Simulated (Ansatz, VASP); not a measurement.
**Two plane-wave programs on LiH**

The input POSCAR:

```
LiH
1.0
    2.5016587118      0.0000000000      0.0000000000
    0.0000000000      2.5016587118      0.0000000000
    0.0000000000      0.0000000000      2.5016587118
Li H
1 1
Direct
    0.0000000000      0.0000000000      0.0000000000
    0.5000000000      0.5000000000      0.5000000000
```

File INCAR.step1:

```
PREC     = Accurate       # precision mode
ENCUT    = 520            # plane-wave cutoff, eV
EDIFF    = 1E-5           # SCF threshold, eV
ISMEAR   = 0              # smearing method
SIGMA    = 0.01           # smearing width, eV
LREAL    = False          # projectors in reciprocal space
LASPH    = True           # aspherical terms in the spheres
NELM     = 80             # most SCF steps
ALGO     = Normal         # electronic algorithm
ISIF     = 2              # what is computed and relaxed
LWAVE    = True           # write WAVECAR
LCHARG   = False          # write CHGCAR
NBANDS   = 9              # bands
GGA      = PE             # functional
```

The input INCAR.step2:

```
PREC     = Accurate       # precision mode
ENCUT    = 520            # plane-wave cutoff, eV
EDIFF    = 1E-6           # SCF threshold, eV
ISMEAR   = 0              # smearing method
SIGMA    = 0.01           # smearing width, eV
LREAL    = False          # projectors in reciprocal space
LASPH    = True           # aspherical terms in the spheres
NELM     = 80             # most SCF steps
ALGO     = Normal         # electronic algorithm
ISIF     = 2              # what is computed and relaxed
LWAVE    = False          # write WAVECAR
LCHARG   = False          # write CHGCAR
GGA      = PE             # functional
LHFCALC  = True           # exact exchange
AEXX     = 0.25           # exact-exchange fraction
PRECFOCK = Normal       
NBANDS   = 9              # bands
ISTART   = 1
```

File KPOINTS:

```
regular mesh
0
Gamma
  8 8 8
```

Input for Ansatz:

```yaml
crystal:
  lattice:
    - [2.5016587118, 0.0, 0.0]
    - [0.0, 2.5016587118, 0.0]
    - [0.0, 0.0, 2.5016587118]
  atoms:
    - { symbol: Li, position: [0.0, 0.0, 0.0] }
    - { symbol: H, position: [0.5, 0.5, 0.5] }
kpoints:
  mp_grid: { grid: [8, 8, 8] }
  band_path:
    path: [[0.0, 0.0, 0.0], [0.0, 0.5, 0.0], [0.5, 0.5, 0.0], [0.5, 0.5, 0.5]]
    npoints: 1
hamiltonian:
  xc: pbe0
scf:
  occupations: { method: fixed }
  n_extra_bands: 4
output:
  forces: true
  stress: true
  eigenvalues: true
```

Alike in both runs: task single point; functional PBE0; k mesh 8 × 8 × 8; no spin polarisation.

|  | VASP | Ansatz |
| --- | --- | --- |
| version | VASP 6.6.1 | Ansatz 0.2.0 |
| potentials or method | VASP PAW PBE potentials, release 64 (Li_sv, H) | plane waves, PAW |
| plane-wave cutoff (eV) | 520 | 420 |
| occupations | gaussian, width 0.01 eV | fixed |
| valence electrons in the cell | 4 | 4 |

Ansatz gave:

```
gap on the k mesh at the Fermi level (eV) : 2.13
```

Task: Which values does VASP return?

Result: gap on the k mesh at the Fermi level (eV): 2.16.

Ansatz's warnings: stress exchange threshold loose, stress scf threshold loose.

Noted on VASP's run: the cutoff is short for stress, so the pressure is rough.
